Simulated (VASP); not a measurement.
# ScAl3 (Pm-3m) in VASP: notebook

ScAl3 is run at these levels: PBEsol; tasks: single point.

Program: VASP 6.6.1. These are calculated values, not measurements. Logs are shortened: lines on timing, memory, paths and dates and some standing lists are left out, and cuts for length are marked.

### 1 The cell of the first run

Symmetry: Pm-3m, No. 221, cubic system. The conventional cell has a = 3.792 Å, b = 3.792 Å, c = 3.792 Å, α = 90.00°, β = 90.00°, γ = 90.00°. Sc (site symmetry m-3m) has 12 Al at 2.68 Å within 3.5 Å. Within 3.5 Å of Al (site symmetry 4/mmm) lie 4 Sc at 2.68 Å and 8 Al at 2.68 Å.

### 2 Single point, PBEsol

File INCAR:

```
SYSTEM = ScAl3
PREC     = Accurate       ! precision mode
ENCUT    = 520            ! plane-wave cutoff, eV
EDIFF    = 1E-6           ! SCF threshold, eV
ISMEAR   = -1             ! smearing method
SIGMA    = 0.05           ! smearing width, eV
LREAL    = .FALSE.        ! projectors in reciprocal space
LASPH    = .TRUE.         ! aspherical terms in the spheres
NELM     = 80             ! most SCF steps
ALGO     = Normal         ! electronic algorithm
ISIF     = 2              ! what is computed and relaxed
LWAVE    = .FALSE.        ! write WAVECAR
LCHARG   = .FALSE.        ! write CHGCAR
GGA      = PS             ! functional
NBANDS   = 18             ! bands
```

File KPOINTS:

```
Automatic mesh
0
G
  7 7 7
  0 0 0
```

File POSCAR:

```
ScAl3
1.0
    3.7918275393      0.0000000000      0.0000000000
    0.0000000000      3.7918275393      0.0000000000
    0.0000000000      0.0000000000      3.7918275393
Sc Al
1 3
Direct
    0.0000000000      0.0000000000      0.0000000000
    0.5000000000      0.5000000000      0.0000000000
    0.0000000000      0.5000000000      0.5000000000
    0.5000000000      0.0000000000      0.5000000000
```

Potentials or basis: VASP PAW PBE potentials, release 64 (Sc_sv, Al).

On the command line:

```console
> cat potpaw_PBE.64/Sc_sv/POTCAR potpaw_PBE.64/Al/POTCAR > POTCAR
> mpirun -np 1 vasp_std > vasp.out
```

OUTCAR:

```text
SYSTEM = ScAl3
   PREC = Accurate
   ENCUT = 520
   EDIFF = 1E-6
   ISMEAR = -1
   LREAL = .FALSE.
   LASPH = .TRUE.
   NELM = 80
   ISIF = 2
   GGA = PS

 ion  position               nearest neighbor table
   1  0.000  0.000  0.000-   2 2.68   3 2.68   4 2.68   3 2.68   4 2.68   2 2.68   3 2.68   3 2.68
                             2 2.68   4 2.68   4 2.68   2 2.68
   2  0.500  0.500  0.000-   1 2.68   3 2.68   4 2.68   3 2.68   4 2.68   1 2.68   4 2.68   4 2.68
                             1 2.68   3 2.68   3 2.68   1 2.68
   3  0.000  0.500  0.500-   1 2.68   2 2.68   4 2.68   1 2.68   2 2.68   1 2.68   4 2.68   1 2.68
                             2 2.68   4 2.68   2 2.68   4 2.68
   4  0.500  0.000  0.500-   1 2.68   2 2.68   3 2.68   1 2.68   2 2.68   2 2.68   3 2.68   2 2.68
                             1 2.68   3 2.68   1 2.68   3 2.68

  LATTYP: Found a simple cubic cell.
 ALAT       =     3.7918275393

  Lattice vectors:

 A1 = (   3.7918275393,   0.0000000000,   0.0000000000)
 A2 = (   0.0000000000,   3.7918275393,   0.0000000000)
 A3 = (   0.0000000000,   0.0000000000,   3.7918275393)

Analysis of symmetry for initial positions (statically):
=====================================================================
 Subroutine PRICEL returns:
 Original cell was already a primitive cell.

 Routine SETGRP: Setting up the symmetry group for a
 simple cubic supercell.

 Subroutine GETGRP returns: Found 48 space group operations
 (whereof 48 operations were pure point group operations)
 out of a pool of 48 trial point group operations.

The static configuration has the point symmetry O_h .

Analysis of symmetry for dynamics (positions and initial velocities):
=====================================================================
 Subroutine PRICEL returns:
 Original cell was already a primitive cell.

 Routine SETGRP: Setting up the symmetry group for a
 simple cubic supercell.

 Subroutine GETGRP returns: Found 48 space group operations
 (whereof 48 operations were pure point group operations)
 out of a pool of 48 trial point group operations.

The dynamic configuration has the point symmetry O_h .

 Subroutine INISYM returns: Found 48 space group operations
 (whereof 48 operations are pure point group operations),
 and found     1 'primitive' translations

----------------------------------------------------------------------------------------

                                     Primitive cell
[... 89 lines left out ...]
   NELM   =     80;   NELMIN=  2; NELMDL= -5     # of ELM steps
   EDIFF  = 0.1E-05   stopping-criterion for ELM
   LREAL  =      F    real-space projection
   EDIFFG = 0.1E-04   stopping-criterion for IOM
   NSW    =      0    number of steps for IOM
   IBRION =     -1    ionic relax: 0-MD 1-quasi-New 2-CG
   NFREE  =      0    steps in history (QN), initial steepest desc. (CG)
   ISIF   =      2    stress and relaxation
   ISYM   =      2    0-nonsym 1-usesym 2-fastsym
   POTIM  = 0.5000    time-step for ionic-motion
   TEBEG  =    0.0;   TEEND  =   0.0 temperature during run
   PSTRESS=    0.0 pullay stress
   NELECT =      20.0000    total number of electrons
   NUPDOWN=      -1.0000    fix difference up-down
   EMIN   =  10.00;   EMAX   =-10.00  energy-range for DOS
   EFERMI =   0.00;   METHOD = LEGACY
   ISMEAR =    -1;   SIGMA  =   0.05  broadening in eV -4-tet -1-fermi 0-gaus
   EFERMI_NEDOS =   21; number of points for ismear=-14 and -15
   IALGO  =     38    algorithm
   IMIX   =      4    mixing-type and parameters
     AMIX     =   0.40;   BMIX     =  1.00
     AMIX_MAG =   1.60;   BMIX_MAG =  1.00
  volume/ion in A,a.u.               =      13.63        91.98
  Fermi-wavevector in a.u.,A,eV,Ry     =   1.171933  2.214633 18.686620  1.373428
  Thomas-Fermi vector in A             =   2.308370
   LORBIT       =      0    0 simple, 1 ext, 2 COOP (PROOUT), +10 PAW based schemes
   GGA     = PS    functional components
   LHFCALC =     F    Hartree Fock is set to
   AEXX    =    0.0000 exact exchange contribution
   IVDW    =     0    specifies the selected vdW correction
   LEPSILON=     F    determine dielectric tensor
   LRPA    =     F    only Hartree local field effects (RPA)
 non-spin polarized calculation
  energy-cutoff  :      520.00
  volume of cell :       54.52
 maximum number of plane-waves:      1480
   NGX = 15   NGY = 15   NGZ = 15

 number of electron      19.9999998 magnetization

 Free energy of the ion-electron system (eV)
  ---------------------------------------------------
  ext. energy  EPLUGINS =         0.00000000
  ---------------------------------------------------
  free energy    TOTEN  =       -19.73369364 eV

  energy without entropy =      -19.72048513  energy(sigma->0) =      -19.72708939

 E-fermi :   9.2238     XC(G=0): -11.4170

 val. band max:        9.1885130955   @ k =   0.4286   0.4286   0.1429
 cond. band min:       9.2954650547   @ k =   0.2857   0.2857   0.0000
 fundamental gap:      0.1069519592
 Fermi energy:         9.2237772370

 k-point     1 :       0.0000    0.0000    0.0000
  band No.  band energies     occupation
      1     -38.6075      2.00000
      2     -17.5101      2.00000
      3     -17.5101      2.00000
      4     -17.5101      2.00000
      5      -1.8226      2.00000
      6       6.4047      2.00000
[... 397 lines left out ...]
      5       2.9458      2.00000
      6       4.2338      2.00000
[... 10 lines left out ...]
     17      14.6362      0.00000
     18      20.3113      0.00000

------------------------ aborting loop because EDIFF is reached ----------------------------------------

  FORCE on cell =-STRESS in cart. coord.  units (eV):
  Direction    XX          YY          ZZ          XY          YZ          ZX
  --------------------------------------------------------------------------------------
  -------------------------------------------------------------------------------------
  Total       10.3145937     10.3145937     10.3145937      0.0000000      0.0000000      0.0000000
  in kB      303.1216669    303.1216669    303.1216669      0.0000000      0.0000000      0.0000000
  external PRESSURE =     303.1216669 kB  Pullay stress =       0.0000000 kB

 VOLUME and BASIS-vectors are now :
 -----------------------------------------------------------------------------
  energy-cutoff  :      520.00
  volume of cell :       54.52
      direct lattice vectors                 reciprocal lattice vectors
     3.791827539  0.000000000  0.000000000     0.263725074  0.000000000  0.000000000
     0.000000000  3.791827539  0.000000000     0.000000000  0.263725074  0.000000000
     0.000000000  0.000000000  3.791827539     0.000000000  0.000000000  0.263725074

 POSITION                                       TOTAL-FORCE (eV/Angst)
 -----------------------------------------------------------------------------------
      0.00000      0.00000      0.00000         0.000000      0.000000      0.000000
      1.89591      1.89591      0.00000         0.000000      0.000000      0.000000
      0.00000      1.89591      1.89591         0.000000      0.000000      0.000000
      1.89591      0.00000      1.89591         0.000000      0.000000      0.000000
 -----------------------------------------------------------------------------------
    total drift:                               -0.000000     -0.000000     -0.000000

  FREE ENERGIE OF THE ION-ELECTRON SYSTEM (eV)
  ---------------------------------------------------
  free  energy   TOTEN  =       -19.7336936445 eV

  energy  without entropy=      -19.7204851258  energy(sigma->0) =      -19.72708939
```

stdout:

```text
POSCAR found type information on POSCAR ScAl
 POSCAR found :  2 types and       4 ions
 scaLAPACK will be used
 -----------------------------------------------------------------------------
|                                                                             |
|                                                                             |
|     You enforced a specific xc type in the INCAR file but a different       |
|     I HOPE YOU KNOW WHAT YOU ARE DOING!                                     |
|                                                                             |
 -----------------------------------------------------------------------------

 LDA part: xc-table for (Slater+PW92), standard interpolation
 POSCAR, INCAR and KPOINTS ok, starting setup
 FFT: planning ... GRIDC
 FFT: planning ... GRID_SOFT
 FFT: planning ... GRID
 WAVECAR not read
 entering main loop
```

Wall time 9.8 s (1 thread of AMD EPYC 9R45 (Zen 5), shared host); peak memory 0.13 GiB.

Results:

```
Free energy            : -19.7337 eV
Pressure               : 30.3 GPa
Band gap on the k mesh : zero (bands 10 and 11 overlap by 3.92 eV)
```

Levels at points of the mesh, in eV from the Fermi level:
```tsv
k point	band 7	band 8	band 9	band 10	band 11	band 12	band 13	band 14
(0.00, 0.00, 0.00)	-2.82	-1.66	-1.66	-1.66	1.34	1.53	1.53	1.53
```

Caveat: the cell stands under pressure; the PAW data sets were made with another functional, which shifts forces and pressure a little.

### 3 Single point, PBEsol

This run uses another cell than the first one, of 14.40 Å³/atom.

Edit INCAR of step 2 so:

```diff
@@ -9,3 +9,3 @@
 NELM     = 80             ! most SCF steps
-ALGO     = Normal         ! electronic algorithm
+ALGO     = Fast           ! electronic algorithm
 ISIF     = 2              ! what is computed and relaxed
```

KPOINTS is that of step 2.

File POSCAR:

```
ScAl3
1.0
    3.8619821731      0.0000000000      0.0000000000
    0.0000000000      3.8619821731      0.0000000000
    0.0000000000      0.0000000000      3.8619821731
Sc Al
1 3
Direct
    0.0000000000      0.0000000000      0.0000000000
    0.5000000000      0.5000000000      0.0000000000
    0.0000000000      0.5000000000      0.5000000000
    0.5000000000      0.0000000000      0.5000000000
```

Potentials or basis: VASP PAW PBE potentials, release 64 (Sc_sv, Al).

On the command line:

```console
> cat potpaw_PBE.64/Sc_sv/POTCAR potpaw_PBE.64/Al/POTCAR > POTCAR
> mpirun -np 1 vasp_std > vasp.out
```

It took 18 s on 1 thread of AMD EPYC 9R45 (Zen 5), shared host; peak memory 0.14 GiB.

It converged, with:

- Free energy: -20.2171 eV
- Pressure: 20.2 GPa
- Band gap on the k mesh: zero (bands 10 and 11 overlap by 3.87 eV)

Levels at points of the mesh, in eV from the Fermi level:
```
           k point  band 7  band 8  band 9  band 10  band 11  band 12  band 13  band 14
(0.00, 0.00, 0.00)   -2.73   -1.69   -1.69    -1.69     1.34     1.50     1.50     1.50
```

Caveat: the cell stands under pressure; the PAW data sets were made with another functional, which shifts forces and pressure a little.

### 4 Single point, PBEsol

This run uses another cell than the first one, of 15.41 Å³/atom.

File INCAR:

```
SYSTEM = ScAl3
PREC = Accurate
ENCUT = 520
EDIFF = 1E-7
ISMEAR = -1
SIGMA = 0.05
LREAL = .FALSE.
LASPH = .TRUE.
NELM = 100
ALGO = Fast
ISIF = 2
LWAVE = .FALSE.
LCHARG = .FALSE.
GGA = PS
NBANDS = 18
```

KPOINTS is that of step 3.

File POSCAR:

```
ScAl3
1.0
    3.9502497054      0.0000000000      0.0000000000
    0.0000000000      3.9502497054      0.0000000000
    0.0000000000      0.0000000000      3.9502497054
Sc Al
1 3
Direct
    0.0000000000      0.0000000000      0.0000000000
    0.5000000000      0.5000000000      0.0000000000
    0.0000000000      0.5000000000      0.5000000000
    0.5000000000      0.0000000000      0.5000000000
```

On the command line:

```console
> cat potpaw_PBE.64/Sc_sv/POTCAR potpaw_PBE.64/Al/POTCAR > POTCAR
> mpirun -np 1 vasp_std > vasp.out
```

Run time: 24 s. Hardware: 1 thread of AMD EPYC 9R45 (Zen 5), shared host; peak memory 0.14 GiB.

It converged, with:

| Item | Value |
| --- | --- |
| Free energy | -20.5955 eV |
| Pressure | 10.2 GPa |
| Band gap on the k mesh | zero (bands 10 and 11 overlap by 3.79 eV) |

Levels at points of the mesh, in eV from the Fermi level:
```csv
k point,band 6,band 7,band 8,band 9,band 10,band 11,band 12,band 13,band 14,band 15
"(0.00, 0.00, 0.00)",-2.64,-2.64,-1.71,-1.71,-1.71,1.34,1.46,1.46,1.46,5.78
```

Caveat: the cell stands under pressure; the PAW data sets were made with another functional, which shifts forces and pressure a little.

[end of part 1 of 2]

The gap in the log of VASP goes by the Fermi energy; the results here count the filled bands.